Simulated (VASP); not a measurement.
Here is a VASP 6.6.1 calculation.

Contents of INCAR:

```
SYSTEM = Au
ALGO = Fast
EDIFF = 1E-7
ENCUT = 520
GGA = PE
ISIF = 2
ISMEAR = -1
LASPH = .TRUE.
LCHARG = .FALSE.
LREAL = .FALSE.
LWAVE = .FALSE.
NBANDS = 18
NELM = 80
PREC = Accurate
SIGMA = 0.05
```

Contents of KPOINTS:

```
k-points
0
G
  10 10 6
  0 0 0
```

File POSCAR:

```
Au
1.0
    2.8525392154      0.0000000000      0.0000000000
   -0.0131258315      2.8572914708      0.0000000000
   -1.1528656209     -1.2010102618      4.9888111224
Au
2
Direct
    0.6728620000      0.6659620000      0.2740550000
    0.3271380000      0.3340380000      0.7259450000
```

Potentials or basis: VASP PAW PBE potentials, release 64 (Au).

Launch:

```bash
$ cat potpaw_PBE.64/Au/POTCAR > POTCAR
$ mpirun -np 1 vasp_std > vasp.out
```

(1) What does it give for the largest force?

(2) What does it give for the band gap on the k mesh?

(3) What does it give for the pressure?

## Answers

(1) 0.087 eV/Å.

(2) zero (bands 11 and 12 overlap by 5.04 eV).

(3) -5.0 GPa.

Caveat: the cell stands under tension; spin-orbit coupling is left out, which moves the levels of the heavy elements.
